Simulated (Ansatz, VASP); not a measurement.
**Two plane-wave programs on TaGa2**

```
Ta Ga
1.0
     3.90740    0.00000    0.00000
     0.00000    3.90740    0.00000
     0.00000    0.00000    3.70996
Ta Ga
1 2
Direct
  0.50000 0.50000 0.00000
  0.00000 0.50000 0.50000
  0.50000 0.00000 0.50000
```

Alike in both runs: functional PBE; k mesh 4 × 4 × 6; occupations gaussian, width 0.1 eV; no spin polarisation.

Ansatz relaxed the structure, and its values are those at the end. VASP's run is a single point on that final structure, the one shown.

|  | VASP | Ansatz |
| --- | --- | --- |
| version | VASP 6.6.1 | Ansatz 0.2.0 |
| potentials or method | VASP PAW PBE potentials, release 64 (Ta_pv, Ga_d), cutoff 520 eV | scalar-relativistic, plane waves, PAW |
| valence electrons in the cell | 37 | 39 |

```tsv
	VASP	Ansatz	Ansatz less VASP
gap on the k mesh at the Fermi level (eV)	none	none	-
pressure (GPa)	0.0	-0.2	-0.21
```

A gap of «none» marks a metal or a gap that the smearing closes. VASP's potentials hold 37 valence electrons a cell and Ansatz's 39, so a difference there can come from the potentials and not from the codes.

The k mesh is coarse, so the values compare programs but aren't converged. Neither program's run includes spin-orbit coupling.
